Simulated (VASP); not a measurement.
# Y (P6_3/mmc) in VASP: single point with PBE

Aim: the single point of Y with PBE.

All numbers are computed with VASP 6.6.1; they aren't measurements. Logs are shortened: lines on timing, memory, paths and dates and some standing lists are left out, and cuts for length are marked.

### 1 The cell of the first run

The structure is hexagonal, space group P6_3/mmc (No. 194). Conventional cell: a = 3.346 Å, b = 3.346 Å, c = 6.846 Å, α = 90.00°, β = 90.00°, γ = 120.00°. Y (site symmetry -6m2) has 12 Y at 3.35 to 3.93 Å within 4.4 Å.

### 2 Single point, PBE

File INCAR:

```
PREC = Accurate
ENCUT = 520
EDIFF = 1E-7
ISMEAR = 0
SIGMA = 0.15
LREAL = False
LASPH = True
NELM = 60
ALGO = Fast
ISIF = 2
LWAVE = False
LCHARG = True
GGA = PE
LELF = True
LVHAR = True
NBANDS = 18
```

File KPOINTS:

```
Automatic mesh
0
Gamma
  18 18 10
```

File POSCAR:

```
Y
1.0
    3.3457238853      0.0000000000      0.0000000000
   -1.6728619426      2.8974818787      0.0000000000
    0.0000000000      0.0000000000      6.8459489850
Y
2
Direct
    0.3333333333      0.6666666667      0.2500000000
    0.6666666667      0.3333333333      0.7500000000
```

Potentials or basis: VASP PAW PBE potentials, release 64 (Y_sv).

The run is started by

```sh
$ cat potpaw_PBE.64/Y_sv/POTCAR > POTCAR
$ mpirun -np 1 vasp_std > vasp.out
```

OUTCAR:

```text
PREC = Accurate
   ENCUT = 520
   EDIFF = 1E-7
   ISMEAR = 0
   LREAL = False
   LASPH = True
   NELM = 60
   ISIF = 2
   GGA = PE

 ion  position               nearest neighbor table
   1  0.333  0.667  0.250-   2 3.93   2 3.93   2 3.93   2 3.93   2 3.93   2 3.93
   2  0.667  0.333  0.750-   1 3.93   1 3.93   1 3.93   1 3.93   1 3.93   1 3.93

  LATTYP: Found a hexagonal cell.
 ALAT       =     3.3457238853
 C/A-ratio  =     2.0461787104

  Lattice vectors:

 A1 = (   3.3457238853,   0.0000000000,   0.0000000000)
 A2 = (  -1.6728619426,   2.8974818787,   0.0000000000)
 A3 = (   0.0000000000,   0.0000000000,   6.8459489850)

Analysis of symmetry for initial positions (statically):
=====================================================================
 Subroutine PRICEL returns:
 Original cell was already a primitive cell.

 Routine SETGRP: Setting up the symmetry group for a
 hexagonal supercell.

 Subroutine GETGRP returns: Found 24 space group operations
 (whereof 12 operations were pure point group operations)
 out of a pool of 24 trial point group operations.

The static configuration has the point symmetry D_3d.
 The point group associated with its full space group is D_6h.

Analysis of symmetry for dynamics (positions and initial velocities):
=====================================================================
 Subroutine PRICEL returns:
 Original cell was already a primitive cell.

 Routine SETGRP: Setting up the symmetry group for a
 hexagonal supercell.

 Subroutine GETGRP returns: Found 24 space group operations
 (whereof 12 operations were pure point group operations)
 out of a pool of 24 trial point group operations.

The dynamic configuration has the point symmetry D_3d.
 The point group associated with its full space group is D_6h.

 Subroutine INISYM returns: Found 24 space group operations
 (whereof 12 operations are pure point group operations),
 and found     1 'primitive' translations

----------------------------------------------------------------------------------------

                                     Primitive cell

  volume of cell :      66.3658

  direct lattice vectors                    reciprocal lattice vectors
     3.345723885  0.000000000  0.000000000     0.298888980  0.172563633  0.000000000
    -1.672861943  2.897481879  0.000000000     0.000000000  0.345127266  0.000000000
     0.000000000  0.000000000  6.845948985     0.000000000  0.000000000  0.146071787

  length of vectors
     3.345723885  3.345723885  6.845948985     0.345127266  0.345127266  0.146071787

  position of ions in fractional coordinates (direct lattice)
     0.333333333  0.666666667  0.250000000
     0.666666667  0.333333333  0.750000000

  ion indices of the primitive-cell ions
   primitive index   ion index
                 1           1
                 2           2

----------------------------------------------------------------------------------------

 KPOINTS: Automatic mesh

Automatic generation of k-mesh.
 Grid dimensions read from file:
 generate k-points for:   18   18   10

 Generating k-lattice:

  Cartesian coordinates                     Fractional coordinates (reciprocal lattice)
     0.016604943  0.009586869  0.000000000     0.055555556  0.000000000  0.000000000
     0.000000000  0.019173737  0.000000000     0.000000000  0.055555556  0.000000000
     0.000000000  0.000000000  0.014607179     0.000000000  0.000000000  0.100000000

  Length of vectors
     0.019173737  0.019173737  0.014607179

  Shift w.r.t. Gamma in fractional coordinates (k-lattice)
     0.000000000  0.000000000  0.000000000

 Subroutine IBZKPT returns following result:
 ===========================================

 Found    222 irreducible k-points:

 Following reciprocal coordinates:
            Coordinates               Weight
  0.000000  0.000000  0.000000      1.000000
  0.055556  0.000000  0.000000      6.000000
  0.111111  0.000000  0.000000      6.000000
  0.166667  0.000000  0.000000      6.000000
  0.222222  0.000000  0.000000      6.000000
  0.277778  0.000000  0.000000      6.000000
[... 16 lines left out ...]
  0.333333  0.111111  0.000000     12.000000
  0.388889  0.111111  0.000000     12.000000
 [... further k-points ...]
   k-points           NKPTS =    222   k-points in BZ     NKDIM =    222   number of bands    NBANDS=     18
   number of dos      NEDOS =    301   number of ions     NIONS =      2
   total plane-waves  NPLWV =  42336
   dimension x,y,z NGX =    28 NGY =   28 NGZ =   54
   dimension x,y,z NGXF=    56 NGYF=   56 NGZF=  108
   ions per type =               2
   NGX,Y,Z   is equivalent  to a cutoff of  13.91, 13.91, 13.11 a.u.
   NGXF,Y,Z  is equivalent  to a cutoff of  27.83, 27.83, 26.23 a.u.
 SYSTEM =  unknown system
   PREC   = accura    normal or accurate (medium, high low for compatibility)
   ISTART =      0    job   : 0-new  1-cont  2-samecut
   ICHARG =      2    charge: 1-file 2-atom 10-const
   ISPIN  =      1    spin polarized calculation?
   LNONCOLLINEAR =      F non collinear calculations
   LSORBIT =      F    spin-orbit coupling
   LASPH  =      T    aspherical Exc in radial PAW
   ENCUT  =  520.0 eV  38.22 Ry    6.18 a.u.   6.22  6.22 12.73*2*pi/ulx,y,z
   NELM   =     60;   NELMIN=  2; NELMDL= -5     # of ELM steps
   EDIFF  = 0.1E-06   stopping-criterion for ELM
   LREAL  =      F    real-space projection
   EDIFFG = 0.1E-05   stopping-criterion for IOM
   NSW    =      0    number of steps for IOM
   IBRION =     -1    ionic relax: 0-MD 1-quasi-New 2-CG
   NFREE  =      0    steps in history (QN), initial steepest desc. (CG)
   ISIF   =      2    stress and relaxation
   ISYM   =      2    0-nonsym 1-usesym 2-fastsym
   POTIM  = 0.5000    time-step for ionic-motion
   TEBEG  =    0.0;   TEEND  =   0.0 temperature during run
   PSTRESS=    0.0 pullay stress
   NELECT =      22.0000    total number of electrons
   NUPDOWN=      -1.0000    fix difference up-down
   EMIN   =  10.00;   EMAX   =-10.00  energy-range for DOS
   EFERMI =   0.00;   METHOD = LEGACY
   ISMEAR =     0;   SIGMA  =   0.15  broadening in eV -4-tet -1-fermi 0-gaus
   EFERMI_NEDOS =   21; number of points for ismear=-14 and -15
   IALGO  =     68    algorithm
   IMIX   =      4    mixing-type and parameters
     AMIX     =   0.40;   BMIX     =  1.00
     AMIX_MAG =   1.60;   BMIX_MAG =  1.00
  volume/ion in A,a.u.               =      33.18       223.93
  Fermi-wavevector in a.u.,A,eV,Ry     =   1.133011  2.141081 17.465997  1.283715
  Thomas-Fermi vector in A             =   2.269713
   LORBIT       =      0    0 simple, 1 ext, 2 COOP (PROOUT), +10 PAW based schemes
   GGA     = PE    functional components
   LHFCALC =     F    Hartree Fock is set to
   AEXX    =    0.0000 exact exchange contribution
   IVDW    =     0    specifies the selected vdW correction
   LEPSILON=     F    determine dielectric tensor
   LRPA    =     F    only Hartree local field effects (RPA)
 non-spin polarized calculation
 RMM-DIIS sequential band-by-band and
 Gauss-broadening in eV      SIGMA  =   0.15
  energy-cutoff  :      520.00
  volume of cell :       66.37
 maximum number of plane-waves:      1806
 NGX is ok and might be reduce to    28
   NGX = 13   NGY = 13   NGZ = 25

 number of electron      22.0000001 magnetization

 Free energy of the ion-electron system (eV)
  ---------------------------------------------------
  ext. energy  EPLUGINS =         0.00000000
  ---------------------------------------------------
  free energy    TOTEN  =       -12.38634437 eV

  energy without entropy =      -12.34696682  energy(sigma->0) =      -12.36665560

 E-fermi :   2.9040     XC(G=0):  -9.3563

 val. band max:        2.9015833339   @ k =   0.2222   0.2222   0.2000
 cond. band min:       2.9071546574   @ k =   0.3333   0.3333   0.4000
 fundamental gap:      0.0055713235
 Fermi energy:         2.9039855078

 k-point     1 :       0.0000    0.0000    0.0000
  band No.  band energies     occupation
      1     -39.8117      2.00000
      2     -39.7925      2.00000
      3     -19.9014      2.00000
      4     -19.6352      2.00000
      5     -19.4035      2.00000
      6     -19.4035      2.00000
[... 10 lines left out ...]
     17       7.1279      0.00000
     18       7.1282      0.00000

 k-point     2 :       0.0556    0.0000    0.0000
  band No.  band energies     occupation
      1     -39.8086      2.00000
      2     -39.7896      2.00000
      3     -19.8958      2.00000
      4     -19.6333      2.00000
      5     -19.4291      2.00000
      6     -19.4130      2.00000
[... 10 lines left out ...]
     17       6.8995      0.00000
     18       7.0582      0.00000

 k-point     3 :       0.1111    0.0000    0.0000
  band No.  band energies     occupation
      1     -39.7996      2.00000
      2     -39.7814      2.00000
      3     -19.8796      2.00000
      4     -19.6280      2.00000
      5     -19.5024      2.00000
      6     -19.4866      2.00000
[... 10 lines left out ...]
     17       6.3801      0.00000
     18       6.8808      0.00000

 k-point     4 :       0.1667    0.0000    0.0000
  band No.  band energies     occupation
      1     -39.7858      2.00000
      2     -39.7689      2.00000
      3     -19.8541      2.00000
      4     -19.6203      2.00000
      5     -19.6134      2.00000
      6     -19.5971      2.00000
[... 10 lines left out ...]
     17       5.8150      0.00000
     18       6.6500      0.00000

 k-point     5 :       0.2222    0.0000    0.0000
  band No.  band energies     occupation
      1     -39.7688      2.00000
      2     -39.7535      2.00000
      3     -19.8219      2.00000
      4     -19.7473      2.00000
      5     -19.7290      2.00000
      6     -19.6117      2.00000
[... 10 lines left out ...]
     17       6.3341      0.00000
     18       6.4067      0.00000

 k-point     6 :       0.2778    0.0000    0.0000
  band No.  band energies     occupation
      1     -39.7504      2.00000
      2     -39.7372      2.00000
      3     -19.8871      2.00000
      4     -19.8658      2.00000
      5     -19.7858      2.00000
      6     -19.6040      2.00000
[... 10 lines left out ...]
     17       6.7692      0.00000
     18       6.9632      0.00000

 k-point     7 :       0.3333    0.0000    0.0000
  band No.  band energies     occupation
      1     -39.7329      2.00000
      2     -39.7220      2.00000
      3     -20.0158      2.00000
      4     -19.9912      2.00000
      5     -19.7494      2.00000
      6     -19.5991      2.00000
[... 10 lines left out ...]
     17       7.4915      0.00000
     18       7.7410      0.00000

 k-point     8 :       0.3889    0.0000    0.0000
  band No.  band energies     occupation
      1     -39.7184      2.00000
      2     -39.7097      2.00000
      3     -20.1189      2.00000
      4     -20.0915      2.00000
      5     -19.7167      2.00000
      6     -19.5980      2.00000
[... 10 lines left out ...]
     17       7.7036      0.00000
     18       8.2453      0.00000
[... 229 lines left out ...]
     17       6.1044      0.00000
     18       6.4861      0.00000

 k-point    20 :       0.1667    0.1111    0.0000
  band No.  band energies     occupation
      1     -39.7621      2.00000
      2     -39.7475      2.00000
      3     -19.8089      2.00000
      4     -19.7752      2.00000
      5     -19.7677      2.00000
      6     -19.6086      2.00000
[... 10 lines left out ...]
     17       6.4355      0.00000
     18       6.6773      0.00000

 k-point    21 :       0.2222    0.1111    0.0000
  band No.  band energies     occupation
      1     -39.7448      2.00000
      2     -39.7322      2.00000
      3     -19.8974      2.00000
      4     -19.8831      2.00000
      5     -19.7744      2.00000
      6     -19.6020      2.00000
[... 10 lines left out ...]
     17       7.0403      0.00000
     18       7.4083      0.00000

 k-point    22 :       0.2778    0.1111    0.0000
  band No.  band energies     occupation
      1     -39.7283      2.00000
      2     -39.7179      2.00000
      3     -20.0099      2.00000
      4     -19.9894      2.00000
      5     -19.7394      2.00000
      6     -19.5981      2.00000
[... 10 lines left out ...]
     17       7.2803      0.00000
     18       7.4682      0.00000

 k-point    23 :       0.3333    0.1111    0.0000
  band No.  band energies     occupation
      1     -39.7146      2.00000
      2     -39.7065      2.00000
      3     -20.1001      2.00000
      4     -20.0748      2.00000
      5     -19.7078      2.00000
      6     -19.6290      2.00000
[... 10 lines left out ...]
     17       7.1667      0.00000
     18       7.5956      0.00000

 k-point    24 :       0.3889    0.1111    0.0000
  band No.  band energies     occupation
      1     -39.7054      2.00000
      2     -39.6992      2.00000
      3     -20.1582      2.00000
      4     -20.1299      2.00000
      5     -19.6841      2.00000
      6     -19.6503      2.00000
[... 10 lines left out ...]
     17       7.0920      0.00000
     18       7.6582      0.00000

 [... further k-points ...]

------------------------ aborting loop because EDIFF is reached ----------------------------------------

  FORCE on cell =-STRESS in cart. coord.  units (eV):
  Direction    XX          YY          ZZ          XY          YZ          ZX
  --------------------------------------------------------------------------------------
  -------------------------------------------------------------------------------------
  Total        2.0975088      2.0975088     -3.4904917      0.0000000      0.0000000      0.0000000
  in kB       50.6372233     50.6372233    -84.2660643      0.0000000      0.0000000      0.0000000
  external PRESSURE =       5.6694608 kB  Pullay stress =       0.0000000 kB

 VOLUME and BASIS-vectors are now :
 -----------------------------------------------------------------------------
  energy-cutoff  :      520.00
  volume of cell :       66.37
      direct lattice vectors                 reciprocal lattice vectors
     3.345723885  0.000000000  0.000000000     0.298888980  0.172563633  0.000000000
    -1.672861943  2.897481879  0.000000000     0.000000000  0.345127266  0.000000000
     0.000000000  0.000000000  6.845948985     0.000000000  0.000000000  0.146071787

 POSITION                                       TOTAL-FORCE (eV/Angst)
 -----------------------------------------------------------------------------------
     -0.00000      1.93165      1.71149         0.000000      0.000000      0.000000
      1.67286      0.96583      5.13446        -0.000000     -0.000000      0.000000
 -----------------------------------------------------------------------------------
    total drift:                               -0.000000      0.000000     -0.000000

  FREE ENERGIE OF THE ION-ELECTRON SYSTEM (eV)
  ---------------------------------------------------
  free  energy   TOTEN  =       -12.3863443680 eV

  energy  without entropy=      -12.3469668222  energy(sigma->0) =      -12.36665560
```

Wall time 10 min (1 thread of Oxide Virtual Turin-like, shared host); peak memory 0.36 GiB.

Results:

```yaml
Free_energy: -12.3863 eV
Pressure: 0.6 GPa
Band_gap_on_the_k_mesh: zero (bands 11 and 12 overlap by 0.66 eV)
```

Levels at points of the mesh, in eV from the Fermi level:
```tsv
k point	band 7	band 8	band 9	band 10	band 11	band 12	band 13	band 14	band 15	band 16
(0.00, 0.00, 0.00)	-22.29	-22.29	-4.60	-2.47	-0.38	0.35	2.01	2.01	2.21	2.21
(0.50, 0.00, 0.00)	-22.50	-22.47	-1.55	-1.35	-0.96	0.53	0.76	1.31	2.81	4.75
(0.00, 0.00, 0.50)	-22.30	-22.30	-3.66	-3.66	-0.05	-0.05	2.08	2.08	2.08	2.08
(0.50, 0.00, 0.50)	-22.48	-22.48	-1.63	-1.63	-0.37	-0.37	1.70	1.70	3.59	3.59
```

Caveat: the stress differs along the axes, from -8 to 5 GPa.
